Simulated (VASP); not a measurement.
# MnO2 (P-3m1) in VASP: further runs

MnO2 is run at these levels: PBEsol; tasks: single point, relaxation of cell and atoms.

Everything below comes from runs of VASP 6.6.1. Logs are shortened: lines on timing, memory, paths and dates and some standing lists are left out, and cuts for length are marked.

### Step 1. The cell of the first run

It takes space group P-3m1 (No. 164, trigonal). The conventional cell has a = 2.857 Å, b = 2.857 Å, c = 4.555 Å, α = 90.00°, β = 90.00°, γ = 120.00°. Within 2.5 Å of Mn (site symmetry -3m) lie 6 O at 1.90 Å. O (site symmetry 3m) has 3 Mn at 1.90 Å and 3 O at 2.50 Å within 2.6 Å.

### Step 2. Single point, PBEsol, collinear spin, ferromagnetic start

Input file INCAR:

```
PREC = Accurate ; ENCUT = 600
EDIFF = 1E-6 ; ISMEAR = -1
SIGMA = 0.05 ; LREAL = False
LASPH = True ; NELM = 200
ALGO = Normal ; ISIF = 2
LWAVE = False ; LCHARG = False
ISPIN = 2 ; MAGMOM = 4 0 0
LORBIT = 11 ; LMAXMIX = 4
GGA = PS ; NBANDS = 24
GGA_COMPAT = False
```

Input file KPOINTS:

```
Automatic mesh
0
Gamma
  9 9 5
```

Input file POSCAR:

```
MnO2
1.0
    2.8565781804      0.0000000000      0.0000000000
   -1.4282890902      2.4738692722      0.0000000000
    0.0000000000      0.0000000000      4.5553603183
Mn O
1 2
Direct
    0.0000000000      0.0000000000      0.5000000000
    0.3333333333      0.6666666667      0.7063865079
    0.6666666667      0.3333333333      0.2936134921
```

Potentials or basis: VASP PAW PBE potentials, release 64 (Mn_sv, O).

The run is started by

```
cat potpaw_PBE.64/Mn_sv/POTCAR potpaw_PBE.64/O/POTCAR > POTCAR
mpirun -np 1 vasp_std > vasp.out
```

OUTCAR:

```text
PREC = Accurate
   ENCUT = 600
   EDIFF = 1E-6
   ISMEAR = -1
   LREAL = False
   LASPH = True
   NELM = 200
   ISIF = 2
   ISPIN = 2
   LORBIT = 11
   GGA = PS

 ion  position               nearest neighbor table
   1  0.000  0.000  0.500-   2 1.90   3 1.90   3 1.90   2 1.90   3 1.90   2 1.90
   2  0.333  0.667  0.706-   1 1.90   1 1.90   1 1.90
   3  0.667  0.333  0.294-   1 1.90   1 1.90   1 1.90

  LATTYP: Found a hexagonal cell.
 ALAT       =     2.8565781804
 C/A-ratio  =     1.5946912812

  Lattice vectors:

 A1 = (   2.8565781804,   0.0000000000,   0.0000000000)
 A2 = (  -1.4282890902,   2.4738692722,   0.0000000000)
 A3 = (   0.0000000000,   0.0000000000,   4.5553603183)

Analysis of symmetry for initial positions (statically):
=====================================================================
 Subroutine PRICEL returns:
 Original cell was already a primitive cell.

 Routine SETGRP: Setting up the symmetry group for a
 hexagonal supercell.

 Subroutine GETGRP returns: Found 12 space group operations
 (whereof 12 operations were pure point group operations)
 out of a pool of 24 trial point group operations.

The static configuration has the point symmetry D_3d.

Analysis of symmetry for dynamics (positions and initial velocities):
=====================================================================
 Subroutine PRICEL returns:
 Original cell was already a primitive cell.

 Routine SETGRP: Setting up the symmetry group for a
 hexagonal supercell.

 Subroutine GETGRP returns: Found 12 space group operations
 (whereof 12 operations were pure point group operations)
 out of a pool of 24 trial point group operations.

The dynamic configuration has the point symmetry D_3d.

Analysis of structural, dynamic, and magnetic symmetry:
=====================================================================
 Subroutine PRICEL returns:
 Original cell was already a primitive cell.

 Routine SETGRP: Setting up the symmetry group for a
 hexagonal supercell.

 Subroutine GETGRP returns: Found 12 space group operations
 (whereof 12 operations were pure point group operations)
 out of a pool of 24 trial point group operations.

The overall configuration has the point symmetry D_3d.

 Subroutine INISYM returns: Found 12 space group operations
 (whereof 12 operations are pure point group operations),
 and found     1 'primitive' translations

----------------------------------------------------------------------------------------

                                     Primitive cell

  volume of cell :      32.1918

  direct lattice vectors                    reciprocal lattice vectors
     2.856578180  0.000000000  0.000000000     0.350069187  0.202112539  0.000000000
    -1.428289090  2.473869272  0.000000000     0.000000000  0.404225078  0.000000000
     0.000000000  0.000000000  4.555360318     0.000000000  0.000000000  0.219521603

  length of vectors
     2.856578180  2.856578180  4.555360318     0.404225078  0.404225078  0.219521603

  position of ions in fractional coordinates (direct lattice)
     0.000000000  0.000000000  0.500000000
     0.333333333  0.666666667  0.706386508
     0.666666667  0.333333333  0.293613492

  ion indices of the primitive-cell ions
   primitive index   ion index
                 1           1
                 2           2
                 3           3

----------------------------------------------------------------------------------------

 KPOINTS: Automatic mesh

Automatic generation of k-mesh.
 Grid dimensions read from file:
 generate k-points for:    9    9    5

 Generating k-lattice:

  Cartesian coordinates                     Fractional coordinates (reciprocal lattice)
     0.038896576  0.022456949  0.000000000     0.111111111  0.000000000  0.000000000
     0.000000000  0.044913898  0.000000000     0.000000000  0.111111111  0.000000000
     0.000000000  0.000000000  0.043904321     0.000000000  0.000000000  0.200000000

  Length of vectors
     0.044913898  0.044913898  0.043904321

  Shift w.r.t. Gamma in fractional coordinates (k-lattice)
[... 56 lines left out ...]

 k-point    24 :      -0.1111    0.3333    0.2000
  band No.  band energies     occupation
      1     -76.8548      1.00000
      2     -45.7381      1.00000
      3     -45.6666      1.00000
      4     -45.6134      1.00000
      5     -14.2497      1.00000
      6     -13.1258      1.00000
[... 16 lines left out ...]
     23      23.4966      0.00000
     24      25.4787      0.00000

 [... further k-points ...]

 spin component 2

 k-point     1 :       0.0000    0.0000    0.0000
  band No.  band energies     occupation
      1     -73.7076      1.00000
      2     -42.6025      1.00000
      3     -42.6025      1.00000
      4     -42.4291      1.00000
      5     -15.0556      1.00000
      6     -12.6698      1.00000
[... 16 lines left out ...]
     23      27.0407      0.00000
     24      28.8947      0.00000

 k-point     2 :       0.1111    0.0000    0.0000
  band No.  band energies     occupation
      1     -73.7050      1.00000
      2     -42.6258      1.00000
      3     -42.6075      1.00000
      4     -42.4248      1.00000
      5     -14.8946      1.00000
      6     -12.7187      1.00000
[... 16 lines left out ...]
     23      25.6183      0.00000
     24      28.8190      0.00000

 k-point     3 :       0.2222    0.0000    0.0000
  band No.  band energies     occupation
      1     -73.6986      1.00000
      2     -42.6851      1.00000
      3     -42.6206      1.00000
      4     -42.4140      1.00000
      5     -14.4639      1.00000
      6     -12.8468      1.00000
[... 16 lines left out ...]
     23      25.8705      0.00000
     24      25.9185      0.00000
[... 514 lines left out ...]
 k-point    23 :       0.2222    0.1111    0.2000
  band No.  band energies     occupation
      1     -73.6936      1.00000
      2     -42.7231      1.00000
      3     -42.6376      1.00000
      4     -42.4063      1.00000
      5     -14.0700      1.00000
      6     -12.9942      1.00000
[... 16 lines left out ...]
     23      24.6971      0.00000
     24      25.4710      0.00000

 k-point    24 :      -0.1111    0.3333    0.2000
  band No.  band energies     occupation
      1     -73.6936      1.00000
      2     -42.7231      1.00000
      3     -42.6376      1.00000
      4     -42.4062      1.00000
      5     -14.0813      1.00000
      6     -12.9782      1.00000
[... 16 lines left out ...]
     23      24.0657      0.00000
     24      25.8753      0.00000

 [... further k-points ...]
[... 5 lines left out ...]
  --------------------------------------------------------------------------------------
  -------------------------------------------------------------------------------------
  Total       -0.5586949     -0.5586949     -0.0128460     -0.0000000      0.0000000      0.0000000
  in kB      -27.8060753    -27.8060753     -0.6393426     -0.0000000      0.0000000      0.0000000
  external PRESSURE =     -18.7504977 kB  Pullay stress =       0.0000000 kB

 VOLUME and BASIS-vectors are now :
 -----------------------------------------------------------------------------
  energy-cutoff  :      600.00
  volume of cell :       32.19
      direct lattice vectors                 reciprocal lattice vectors
     2.856578180  0.000000000  0.000000000     0.350069187  0.202112539  0.000000000
    -1.428289090  2.473869272  0.000000000     0.000000000  0.404225078  0.000000000
     0.000000000  0.000000000  4.555360318     0.000000000  0.000000000  0.219521603

 POSITION                                       TOTAL-FORCE (eV/Angst)
 -----------------------------------------------------------------------------------
      0.00000      0.00000      2.27768         0.000000      0.000000      0.000000
     -0.00000      1.64925      3.21785        -0.000000      0.000000     -0.000788
      1.42829      0.82462      1.33752         0.000000     -0.000000      0.000788
 -----------------------------------------------------------------------------------
    total drift:                                0.000000     -0.000000      0.000000

  FREE ENERGIE OF THE ION-ELECTRON SYSTEM (eV)
  ---------------------------------------------------
  free  energy   TOTEN  =       -25.2513337192 eV

  energy  without entropy=      -25.2513088299  energy(sigma->0) =      -25.25132127

 total charge

# of ion       s       p       d       tot
------------------------------------------
    1        2.207   6.113   4.463  12.783
    2        1.573   3.408   0.000   4.982
    3        1.573   3.408   0.000   4.982
--------------------------------------------------
tot          5.354  12.930   4.463  22.746

 magnetization (x)

# of ion       s       p       d       tot
------------------------------------------
    1        0.024   0.018   2.676   2.718
    2        0.004   0.039   0.000   0.043
    3        0.004   0.039   0.000   0.043
--------------------------------------------------
tot          0.031   0.095   2.676   2.803
```

It took 48 s on 1 thread of Intel Xeon Platinum 8488C (Sapphire Rapids), shared host; peak memory 0.21 GiB.

Results:

| Quantity | Value |
| --- | --- |
| Free energy | -25.2513 eV |
| Pressure | -1.9 GPa |
| Band gap on the k mesh | 0.69 eV (least direct gap 0.75 eV) |
| Net moment | 3.00 μB per cell |
| Site moments | Mn +2.72; O +0.04 μB |
| Valence electrons inside the program's atomic spheres | Mn 12.78; O 4.98 |

Stress tensor (GPa, compression positive):
```
-2.78  0.00  0.00
 0.00 -2.78  0.00
 0.00  0.00 -0.06
```

Levels at points of the mesh, in eV from the valence-band top:
Spin up:
```tsv
k point	band 12	band 13	band 14	band 15	band 16	band 17	band 18	band 19
(0.00, 0.00, 0.00)	-1.55	-1.55	-1.27	-0.36	2.84	2.84	6.94	10.11
```
Spin down:
```tsv
k point	band 8	band 9	band 10	band 11	band 12	band 13	band 14	band 15	band 16	band 17
(0.00, 0.00, 0.00)	-5.25	-5.25	-1.46	-1.46	-1.08	0.70	0.70	2.37	4.21	4.21
```

Caveat: the PAW data sets were made with another functional, which shifts forces and pressure a little; an odd mesh through Γ misses points on the zone boundary, where band edges can lie; a cell with one magnetic atom can't hold antiferromagnetic order, which such compounds often take.

### Step 3. Relaxation of cell and atoms, PBEsol, collinear spin, ferromagnetic start, target pressure 10 GPa, at which the enthalpy is minimised

This run uses another cell than the first one, of 10.84 Å³/atom.

Input file INCAR:

```
SYSTEM = MnO2
ALGO = Normal
EDIFF = 1E-7
EDIFFG = -0.01
ENCUT = 600
GGA = PS
IBRION = 2
ISIF = 3
ISMEAR = -1
ISPIN = 2
LASPH = .TRUE.
LCHARG = .FALSE.
LMAXMIX = 4
LORBIT = 11
LREAL = .FALSE.
LWAVE = .FALSE.
MAGMOM = 4 0 0
NELM = 150
NSW = 80
PREC = Accurate
PSTRESS = 100.0
SIGMA = 0.05
```

Input file KPOINTS:

```
k-points
0
G
  11 11 6
  0 0 0
```

Input file POSCAR:

```
MnO2
1.0
    2.8565781804      0.0000000000      0.0000000000
   -1.4282890902      2.4738692722      0.0000000000
    0.0000000000      0.0000000000      4.6013740589
Mn O
1 2
Direct
    0.0000000000      0.0000000000      0.5000000000
    0.3333333333      0.6666666667      0.7062925700
    0.6666666667      0.3333333333      0.2937074300
```

Potentials or basis: VASP PAW PBE potentials, release 64 (Mn_pv, O).

The run is started by

```
cat potpaw_PBE.64/Mn_pv/POTCAR potpaw_PBE.64/O/POTCAR > POTCAR
mpirun -np 1 vasp_std > vasp.out
```

Wall time 21 min (1 thread of Intel Xeon 8259CL, shared host); peak memory 0.26 GiB.

It converged, with:

- Free energy: -24.9494 eV
- Relaxed volume: 9.23 Å³/atom
- Relaxed cell: a = 2.809 Å, b = 2.809 Å, c = 4.055 Å, α = 90.00°, β = 90.00°, γ = 120.00°
- Space group after relaxing (to 0.1 Å): P-3m1 (No. 164)
- Energy change on relaxing (the run minimises the enthalpy): +35.7 meV/atom
- Ionic steps: 12
- Pressure after relaxing: 10.0 GPa
- Largest force after relaxing: 0.004 eV/Å
- Band gap on the k mesh: 0.42 eV (least direct gap 0.52 eV)
- Net moment: 3.00 μB per cell
- Site moments: Mn +2.79; O +0.06 μB
- Valence electrons inside the program's atomic spheres: Mn 11.88; O 5.00

Forces in eV/Å, atoms in the order of the input:
```
Mn   0.000  0.000  0.000
O    0.000  0.000 -0.004
O    0.000  0.000  0.004
```

Stress tensor (GPa, compression positive):
```
10.03  0.00  0.00
 0.00 10.03  0.00
 0.00  0.00  9.83
```

The path:
```csv
step,energy change (eV),largest force (eV/Å),pressure (GPa),volume (Å³)
1,0.0000,0.0855,-1.45,32.52
2,0.2797,1.9615,29.19,29.01
3,0.0364,0.6765,9.44,31.01
4,0.0396,0.4392,9.39,30.35
5,0.1127,0.2463,10.42,28.50
6,0.1148,0.2660,10.28,28.04
7,0.1332,0.3064,10.54,27.47
8,0.1452,0.3297,10.78,27.26
9,0.1229,0.0776,10.98,27.47
10,0.1144,0.0551,11.14,27.59
11,0.0986,0.0817,8.40,27.85
12,0.1071,0.0036,9.96,27.70
```

Final structure:
```
Mn O
1.0
     2.80865    0.00000    0.00000
    -1.40432    2.43236    0.00000
     0.00000    0.00000    4.05454
Mn O
1 2
Direct
  0.00000 0.00000 0.50000
  0.33333 0.66667 0.73510
  0.66667 0.33333 0.26490
```

Levels at points of the mesh, in eV from the valence-band top:
Spin up:
```
           k point  band 10  band 11  band 12  band 13  band 14  band 15  band 16  band 17  band 18
(0.00, 0.00, 0.00)    -2.62    -1.71    -1.71    -0.93    -0.62     2.64     2.64     7.53    10.07
(0.00, 0.00, 0.50)    -2.65    -2.65    -1.90    -1.90    -0.10     2.85     2.85     9.75    10.03
```
Spin down:
```csv
k point,band 9,band 10,band 11,band 12,band 13,band 14
"(0.00, 0.00, 0.00)",-1.59,-1.59,-0.70,0.45,0.45,2.10
"(0.00, 0.00, 0.50)",-3.26,-1.78,-1.78,0.42,0.42,2.31
```

Caveat: the cell is relaxed towards a set pressure, so the run minimises the enthalpy, not the energy; the PAW data sets were made with another functional, which shifts forces and pressure a little; an odd mesh through Γ misses points on the zone boundary, where band edges can lie; a cell with one magnetic atom can't hold antiferromagnetic order, which such compounds often take.

### Step 4. Relaxation of cell and atoms, PBEsol, collinear spin, ferromagnetic start, target pressure 20 GPa, at which the enthalpy is minimised

This run uses another cell than the first one, of 10.84 Å³/atom.

Input file INCAR:

```
ALGO     = Normal         # electronic algorithm
EDIFF    = 1E-6           # SCF threshold, eV
EDIFFG   = -0.01          # ionic threshold
ENCUT    = 600            # plane-wave cutoff, eV
GGA      = PS             # functional
IBRION   = 2              # ionic algorithm
ISIF     = 3              # what is computed and relaxed
ISMEAR   = -1             # smearing method
ISPIN    = 2              # spin polarisation
LASPH    = True           # aspherical terms in the spheres
LCHARG   = False          # write CHGCAR
LMAXMIX  = 4              # l up to which the mixer works
LORBIT   = 11             # projections on sites
LREAL    = False          # projectors in reciprocal space
LWAVE    = False          # write WAVECAR
MAGMOM   = 4 0 0          # initial moments
NELM     = 150            # most SCF steps
NSW      = 80             # ionic steps
PREC     = Accurate       # precision mode
PSTRESS  = 200.0        
SIGMA    = 0.05           # smearing width, eV
```

Input file KPOINTS:

```
k-points
0
Gamma
  11 11 6
```

POSCAR is that of step 3.

The run is started by

```
cat potpaw_PBE.64/Mn_pv/POTCAR potpaw_PBE.64/O/POTCAR > POTCAR
mpirun -np 1 vasp_std > vasp.out
```

It took 20 min on 1 thread of Intel Xeon 8259CL, shared host; peak memory 0.26 GiB.

Results (log left out):

* Free energy: -24.7888 eV
* Relaxed volume: 8.64 Å³/atom
* Relaxed cell: a = 2.783 Å, b = 2.783 Å, c = 3.867 Å, α = 90.00°, β = 90.00°, γ = 120.00°
* Space group after relaxing (to 0.1 Å): P-3m1 (No. 164)
* Energy change on relaxing (the run minimises the enthalpy): +89.2 meV/atom
* Ionic steps: 12
* Pressure after relaxing: 20.0 GPa
* Largest force after relaxing: 0.007 eV/Å
* Band gap on the k mesh: 0.26 eV (least direct gap 0.39 eV)
* Net moment: 3.00 μB per cell
* Site moments: Mn +2.77; O +0.07 μB
* Valence electrons inside the program's atomic spheres: Mn 11.94; O 5.01

Forces on the atoms (eV/Å):
```
Mn   0.000  0.000  0.000
O    0.000  0.000 -0.007
O    0.000  0.000  0.007
```

Stress tensor (GPa, compression positive):
```
19.88  0.00  0.00
 0.00 19.88  0.00
 0.00  0.00 20.12
```

Step by step:
| step | energy change (eV) | largest force (eV/Å) | pressure (GPa) | volume (Å³) |
| --- | --- | --- | --- | --- |
| 1 | 0.0000 | 0.0856 | -1.47 | 32.52 |
| 2 | 1.1401 | 4.3780 | 70.65 | 26.15 |
| 3 | 0.1283 | 1.2880 | 18.68 | 29.94 |
| 4 | 0.1337 | 0.7980 | 18.48 | 28.77 |
| 5 | 0.3843 | 0.5695 | 23.09 | 25.75 |
| 6 | 0.2768 | 0.1249 | 21.38 | 26.54 |
| 7 | 0.2346 | 0.3183 | 16.71 | 26.29 |
| 8 | 0.2392 | 0.3673 | 15.84 | 26.22 |
| 9 | 0.4147 | 0.7184 | 32.29 | 25.06 |
| 10 | 0.2759 | 0.0596 | 20.38 | 25.87 |
| 11 | 0.2778 | 0.0452 | 20.58 | 25.86 |
| 12 | 0.2677 | 0.0069 | 19.96 | 25.93 |

Final structure:
```
Mn O
1.0
     2.78259    0.00000    0.00000
    -1.39130    2.40980    0.00000
     0.00000    0.00000    3.86749
Mn O
1 2
Direct
  0.00000 0.00000 0.50000
  0.33333 0.66667 0.74603
  0.66667 0.33333 0.25397
```

Levels at points of the mesh, in eV from the valence-band top:
Spin up:
```
           k point  band 11  band 12  band 13  band 14  band 15  band 16  band 17  band 18
(0.00, 0.00, 0.00)    -1.85    -1.85    -0.82    -0.73     2.55     2.55     7.83     9.96
(0.00, 0.00, 0.50)    -2.77    -2.15    -2.15    -0.13     2.88     2.88    10.03    10.40
```
Spin down:
```
           k point  band 7  band 8  band 9  band 10  band 11  band 12  band 13  band 14  band 15  band 16
(0.00, 0.00, 0.00)   -5.81   -5.81   -1.70    -1.70    -0.56     0.31     0.31     1.99     3.91     3.91
(0.00, 0.00, 0.50)   -5.69   -4.63   -3.65    -2.01    -2.01     0.26     0.26     2.23     4.22     4.22
```

Caveat: the cell is relaxed towards a set pressure, so the run minimises the enthalpy, not the energy; the volume moved by over 15 % at a fixed basis, so the end points are rough; the PAW data sets were made with another functional, which shifts forces and pressure a little; an odd mesh through Γ misses points on the zone boundary, where band edges can lie; a cell with one magnetic atom can't hold antiferromagnetic order, which such compounds often take.

### Step 5. Overview

```tsv
task	potentials or basis	cell	k mesh	gap on the mesh (eV)	pressure (GPa)	moment (μB)
single point	VASP PAW PBE potentials, release 64 (Mn_sv, O)	a = 2.857, b = 2.857, c = 4.555 Å, angles 90.0, 90.0, 120.0°, 3 atoms	9 × 9 × 5	0.69	-1.9	3.00
relaxation of cell and atoms	VASP PAW PBE potentials, release 64 (Mn_pv, O)	relaxed to 10 GPa from a = 2.857, b = 2.857, c = 4.601 Å, angles 90.0, 90.0, 120.0°, 3 atoms	11 × 11 × 6	0.42	10.0	3.00
relaxation of cell and atoms	VASP PAW PBE potentials, release 64 (Mn_pv, O)	relaxed to 20 GPa from a = 2.857, b = 2.857, c = 4.601 Å, angles 90.0, 90.0, 120.0°, 3 atoms	11 × 11 × 6	0.26	20.0	3.00
```

Alike in all rows: level PBEsol; spin collinear, ferromagnetic start; cutoff (eV) 600; smearing fermi-dirac 0.05 eV.

Caveats: the PAW data sets were made with another functional, which shifts forces and pressure a little; an odd mesh through Γ misses points on the zone boundary, where band edges can lie; a cell with one magnetic atom can't hold antiferromagnetic order, which such compounds often take; the cell is relaxed towards a set pressure, so the run minimises the enthalpy, not the energy (at least some runs); the volume moved by over 15 % at a fixed basis, so the end points are rough (at least some runs).

Total energies depend on the potentials used, so only differences within one code and one set of settings carry meaning.
